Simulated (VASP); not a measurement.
# C (Fmmm) in VASP: further runs, part 2 of 2

VASP 6.6.1. The steps go on from the part before.

## Step 4: Electric field gradients, PBEsol (8.57 Å³/atom)

This run uses another cell than the first one, of 8.57 Å³/atom.

The input, INCAR:

```
SYSTEM = C
  PREC = Accurate
  ENCUT = 520
  EDIFF = 1E-8
  ISMEAR = -1
  SIGMA = 0.05
  LREAL = .FALSE.
  LASPH = .TRUE.
  NELM = 100
  ALGO = Normal
  ISIF = 2
  LWAVE = .FALSE.
  LCHARG = .FALSE.
  GGA = PS
  LEFG = .TRUE.
  NBANDS = 11
```

The input, KPOINTS:

```
regular mesh
0
G
  18 18 18
  0 0 0
```

The input, POSCAR:

```
C
1.0
    0.0000000000      2.1127244021      3.3255295243
    1.2197581409      0.0000000000      3.3255295243
    1.2197581409      2.1127244021      0.0000000000
C
2
Direct
    0.1666700000      0.8333300000      0.1666700000
    0.8333300000      0.1666700000      0.8333300000
```

Potentials or basis: VASP PAW PBE potentials, release 64 (C).

Launch:

```console
$ cat potpaw_PBE.64/C/POTCAR > POTCAR
$ mpirun -np 1 vasp_std > vasp.out
```

OUTCAR:

```text
SYSTEM = C
   PREC = Accurate
   ENCUT = 520
   EDIFF = 1E-8
   ISMEAR = -1
   LREAL = .FALSE.
   LASPH = .TRUE.
   NELM = 100
   ISIF = 2
   GGA = PS

 ion  position               nearest neighbor table
   1  0.167  0.833  0.167-   2 1.41   2 1.41   2 1.41
   2  0.833  0.167  0.833-   1 1.41   1 1.41   1 1.41

  LATTYP: Found a face centered orthorhombic cell.
 ALAT       =     2.4395162818
 B/A-ratio  =     1.7320846906
 C/A-ratio  =     2.7263843649

  Lattice vectors:

 A1 = (   0.0000000000,   2.1127244021,   3.3255295243)
 A2 = (   1.2197581409,   0.0000000000,   3.3255295243)
 A3 = (   1.2197581409,   2.1127244021,   0.0000000000)

Analysis of symmetry for initial positions (statically):
=====================================================================
 Subroutine PRICEL returns:
 Original cell was already a primitive cell.

 Routine SETGRP: Setting up the symmetry group for a
 face centered orthorhombic supercell.
[... 525 lines left out ...]
  volume of cell :       17.14
      direct lattice vectors                 reciprocal lattice vectors
     0.000000000  2.112724402  3.325529524    -0.409917330  0.236661251  0.150351995
     1.219758141  0.000000000  3.325529524     0.409917330 -0.236661251  0.150351995
     1.219758141  2.112724402  0.000000000     0.409917330  0.236661251 -0.150351995

 POSITION                                       TOTAL-FORCE (eV/Angst)
 -----------------------------------------------------------------------------------
      1.21976      0.70426      3.32553         0.000000      0.004124      0.000000
      1.21976      3.52119      3.32553         0.000000     -0.004124      0.000000
 -----------------------------------------------------------------------------------
    total drift:                               -0.000000     -0.000000     -0.000000

  FREE ENERGIE OF THE ION-ELECTRON SYSTEM (eV)
  ---------------------------------------------------
  free  energy   TOTEN  =       -19.2696485883 eV

  energy  without entropy=      -19.2694442215  energy(sigma->0) =      -19.26954640

 Electric field gradients (V/A^2)
---------------------------------------------------------------------
 ion       V_xx      V_yy      V_zz      V_xy      V_xz      V_yz
---------------------------------------------------------------------
   1     -16.512   -16.469    32.982    -0.000     0.001     0.000
   2     -16.512   -16.469    32.982    -0.000     0.001     0.000
---------------------------------------------------------------------

 Electric field gradients after diagonalization (V/A^2)
 (convention: |V_zz| > |V_xx| > |V_yy|)
----------------------------------------------------------------------
 ion       V_xx      V_yy      V_zz     asymmetry (V_yy - V_xx)/ V_zz
----------------------------------------------------------------------
   1     -16.512   -16.469    32.982       0.001
   2     -16.512   -16.469    32.982       0.001
----------------------------------------------------------------------

           NMR quadrupolar parameters

 Cq : quadrupolar parameter    Cq=e*Q*V_zz/h
 eta: asymmetry parameters     (V_yy - V_xx)/ V_zz
 Q  : nuclear electric quadrupole moment in mb (millibarn)
----------------------------------------------------------------------
 ion       Cq(MHz)       eta       Q (mb)
----------------------------------------------------------------------
   1       0.080       0.001       1.000
   2       0.080       0.001       1.000
----------------------------------------------------------------------
```

OSZICAR:

```text
N       E                     dE             d eps       ncg     rms          rms(c)
DAV:   1    -0.385076547552E+00   -0.38508E+00   -0.41010E+03 19356   0.650E+02
DAV:   2    -0.201147236102E+02   -0.19730E+02   -0.18913E+02 24996   0.120E+02
DAV:   3    -0.205475075787E+02   -0.43278E+00   -0.43193E+00 23919   0.143E+01
DAV:   4    -0.205489973491E+02   -0.14898E-02   -0.14896E-02 22181   0.104E+00
DAV:   5    -0.205490031464E+02   -0.57973E-05   -0.57974E-05 23990   0.571E-02    0.662E+00
DAV:   6    -0.195747732586E+02    0.97423E+00   -0.84251E-01 21763   0.527E+00    0.382E+00
DAV:   7    -0.192678604068E+02    0.30691E+00   -0.91648E-01 22560   0.557E+00    0.102E+00
DAV:   8    -0.192699137133E+02   -0.20533E-02   -0.20230E-02 21274   0.917E-01    0.138E-01
DAV:   9    -0.192696046577E+02    0.30906E-03   -0.68282E-04 23082   0.158E-01    0.579E-02
DAV:  10    -0.192696492681E+02   -0.44610E-04   -0.11263E-04 22017   0.726E-02    0.283E-02
DAV:  11    -0.192696484483E+02    0.81982E-06   -0.52161E-06 22979   0.131E-02    0.708E-03
DAV:  12    -0.192696486330E+02   -0.18463E-06   -0.33041E-07 21810   0.401E-03    0.182E-03
DAV:  13    -0.192696485893E+02    0.43687E-07   -0.80113E-08 22847   0.172E-03    0.479E-04
DAV:  14    -0.192696485883E+02    0.98964E-09   -0.19907E-09 14887   0.309E-04
   1 F= -.19269649E+02 E0= -.19269546E+02  d E =-.204367E-03
```

stdout:

```text
POSCAR found type information on POSCAR C
 POSCAR found :  1 types and       2 ions
 scaLAPACK will be used
 -----------------------------------------------------------------------------
|                                                                             |
|                                                                             |
|     You enforced a specific xc type in the INCAR file but a different       |
|     I HOPE YOU KNOW WHAT YOU ARE DOING!                                     |
|                                                                             |
 -----------------------------------------------------------------------------

 LDA part: xc-table for (Slater+PW92), standard interpolation
 POSCAR, INCAR and KPOINTS ok, starting setup
 FFT: planning ... GRIDC
 FFT: planning ... GRID_SOFT
 FFT: planning ... GRID
 WAVECAR not read
 entering main loop
ion   1

ion   2
```

It took 98 s on 1 thread of Intel Xeon 6975P-C (Granite Rapids), shared host; peak memory 0.24 GiB.

What came out:

```
Free energy                             : -19.2696 eV
Pressure                                : 8.2 GPa
Largest force                           : 0.004 eV/Å
Largest electric field gradient by atom : C +33.0 V/Å²
```

Forces in eV/Å, atoms in the order of the input:
```
C    0.000  0.004  0.000
C    0.000 -0.004  0.000
```

Stress tensor (GPa, compression positive):
```
11.55  0.00  0.00
 0.00 10.99  0.00
 0.00  0.00  1.92
```

Electric field gradients, principal values (V/Å²):
```tsv
atom	least	middle	greatest (by size)
1 C	-16.469	-16.512	32.982
2 C	-16.469	-16.512	32.982
```

Caveat: the cell stands under pressure; this functional lacks dispersion, which binds the layers, so the pressure and a relaxed spacing across them are unreliable; without QUAD_EFG the Cq values of the log hold for a quadrupole moment of 1 mb, not for the nuclei; the PAW data sets were made with another functional, which shifts forces and pressure a little.

## Step 5: Electric field gradients, PBEsol (8.83 Å³/atom)

This run uses another cell than the first one, of 8.83 Å³/atom.

The input, INCAR:

```
ALGO = Normal
EDIFF = 1E-8
ENCUT = 520
GGA = PS
ISIF = 2
ISMEAR = -1
LASPH = True
LCHARG = False
LEFG = True
LREAL = False
LWAVE = False
NBANDS = 11
NELM = 100
PREC = Accurate
SIGMA = 0.05
```

The input, KPOINTS:

```
k-points
0
Gamma
  18 18 18
```

The input, POSCAR:

```
C
1.0
    0.0000000000      2.1340664971      3.3591230053
    1.2320797642      0.0000000000      3.3591230053
    1.2320797642      2.1340664971      0.0000000000
C
2
Direct
    0.1666700000      0.8333300000      0.1666700000
    0.8333300000      0.1666700000      0.8333300000
```

Potentials or basis: VASP PAW PBE potentials, release 64 (C).

Launch:

```console
$ cat potpaw_PBE.64/C/POTCAR > POTCAR
$ mpirun -np 1 vasp_std > vasp.out
```

OUTCAR:

```text
EDIFF = 1E-8
   ENCUT = 520
   GGA = PS
   ISIF = 2
   ISMEAR = -1
   LASPH = True
   LREAL = False
   NELM = 100
   PREC = Accurate

 ion  position               nearest neighbor table
   1  0.167  0.833  0.167-   2 1.42   2 1.42   2 1.42
   2  0.833  0.167  0.833-   1 1.42   1 1.42   1 1.42

  LATTYP: Found a face centered orthorhombic cell.
 ALAT       =     2.4641595284
 B/A-ratio  =     1.7320846905
 C/A-ratio  =     2.7263843648

  Lattice vectors:

 A1 = (   0.0000000000,   2.1340664971,   3.3591230053)
 A2 = (   1.2320797642,   0.0000000000,   3.3591230053)
 A3 = (   1.2320797642,   2.1340664971,   0.0000000000)

[... 547 lines left out ...]
  free  energy   TOTEN  =       -19.2819094945 eV

  energy  without entropy=      -19.2816955802  energy(sigma->0) =      -19.28180254

 Electric field gradients (V/A^2)
---------------------------------------------------------------------
 ion       V_xx      V_yy      V_zz      V_xy      V_xz      V_yz
---------------------------------------------------------------------
   1     -15.672   -15.632    31.304    -0.000     0.001     0.000
   2     -15.672   -15.632    31.304    -0.000     0.001     0.000
---------------------------------------------------------------------

 Electric field gradients after diagonalization (V/A^2)
 (convention: |V_zz| > |V_xx| > |V_yy|)
----------------------------------------------------------------------
 ion       V_xx      V_yy      V_zz     asymmetry (V_yy - V_xx)/ V_zz
----------------------------------------------------------------------
   1     -15.672   -15.632    31.304       0.001
   2     -15.672   -15.632    31.304       0.001
----------------------------------------------------------------------

           NMR quadrupolar parameters

 Cq : quadrupolar parameter    Cq=e*Q*V_zz/h
 eta: asymmetry parameters     (V_yy - V_xx)/ V_zz
 Q  : nuclear electric quadrupole moment in mb (millibarn)
----------------------------------------------------------------------
 ion       Cq(MHz)       eta       Q (mb)
----------------------------------------------------------------------
   1       0.076       0.001       1.000
   2       0.076       0.001       1.000
----------------------------------------------------------------------
```

OSZICAR:

```text
N       E                     dE             d eps       ncg     rms          rms(c)
DAV:   1    -0.173520316728E-01   -0.17352E-01   -0.40810E+03 19366   0.647E+02
DAV:   2    -0.199851598136E+02   -0.19968E+02   -0.19087E+02 25191   0.119E+02
DAV:   3    -0.204481509910E+02   -0.46299E+00   -0.46154E+00 23997   0.146E+01
DAV:   4    -0.204498210957E+02   -0.16701E-02   -0.16699E-02 22058   0.107E+00
DAV:   5    -0.204498274748E+02   -0.63791E-05   -0.63789E-05 24263   0.600E-02    0.637E+00
DAV:   6    -0.195617681622E+02    0.88806E+00   -0.76535E-01 21918   0.499E+00    0.367E+00
DAV:   7    -0.192802578282E+02    0.28151E+00   -0.83926E-01 22509   0.529E+00    0.961E-01
DAV:   8    -0.192821307322E+02   -0.18729E-02   -0.18583E-02 21242   0.874E-01    0.128E-01
DAV:   9    -0.192818631681E+02    0.26756E-03   -0.60495E-04 23051   0.149E-01    0.547E-02
DAV:  10    -0.192819100200E+02   -0.46852E-04   -0.10743E-04 21888   0.701E-02    0.262E-02
DAV:  11    -0.192819093228E+02    0.69721E-06   -0.48007E-06 23132   0.125E-02    0.680E-03
DAV:  12    -0.192819095371E+02   -0.21431E-06   -0.38125E-07 21589   0.421E-03    0.157E-03
DAV:  13    -0.192819094953E+02    0.41821E-07   -0.70715E-08 22976   0.162E-03    0.475E-04
DAV:  14    -0.192819094945E+02    0.76750E-09   -0.18765E-09 14770   0.298E-04
   1 F= -.19281909E+02 E0= -.19281803E+02  d E =-.213914E-03
```

It took 95 s on 1 thread of Intel Xeon 6975P-C (Granite Rapids), shared host; peak memory 0.25 GiB.

Results:

```yaml
Free_energy: -19.2819 eV
Pressure: -0.7 GPa
Largest_force: 0.004 eV/Å
Largest_electric_field_gradient_by_atom: C +31.3 V/Å²
```

Forces in eV/Å, atoms in the order of the input:
```
C    0.000  0.004  0.000
C    0.000 -0.004  0.000
```

Stress tensor (GPa, compression positive):
```
-1.59  0.00  0.00
 0.00 -2.09  0.00
 0.00  0.00  1.61
```

Electric field gradients, principal values (V/Å²):
| atom | least | middle | greatest (by size) |
| --- | --- | --- | --- |
| 1 C | -15.632 | -15.672 | 31.304 |
| 2 C | -15.632 | -15.672 | 31.304 |

Caveat: this functional lacks dispersion, which binds the layers, so the pressure and a relaxed spacing across them are unreliable; without QUAD_EFG the Cq values of the log hold for a quadrupole moment of 1 mb, not for the nuclei; the PAW data sets were made with another functional, which shifts forces and pressure a little.

## Step 6: The runs side by side

| cell | pressure (GPa) |
| --- | --- |
| a = 3.886, b = 3.493, c = 2.406 Å, angles 80.1, 62.3, 37.6°, 2 atoms | 22.0 |
| a = 3.940, b = 3.542, c = 2.440 Å, angles 80.1, 62.3, 37.6°, 2 atoms | 8.2 |
| a = 3.980, b = 3.578, c = 2.464 Å, angles 80.1, 62.3, 37.6°, 2 atoms | -0.7 |

Alike in all rows: task electric field gradients; level PBEsol; potentials or basis VASP PAW PBE potentials, release 64 (C); no spin polarisation; k mesh 18 × 18 × 18; cutoff (eV) 520; smearing fermi-dirac 0.05 eV.

Caveats: this functional lacks dispersion, which binds the layers, so the pressure and a relaxed spacing across them are unreliable; the PAW data sets were made with another functional, which shifts forces and pressure a little; the cell stands under pressure (at least some runs).

Absolute energies hang on the potentials; compare differences alone.
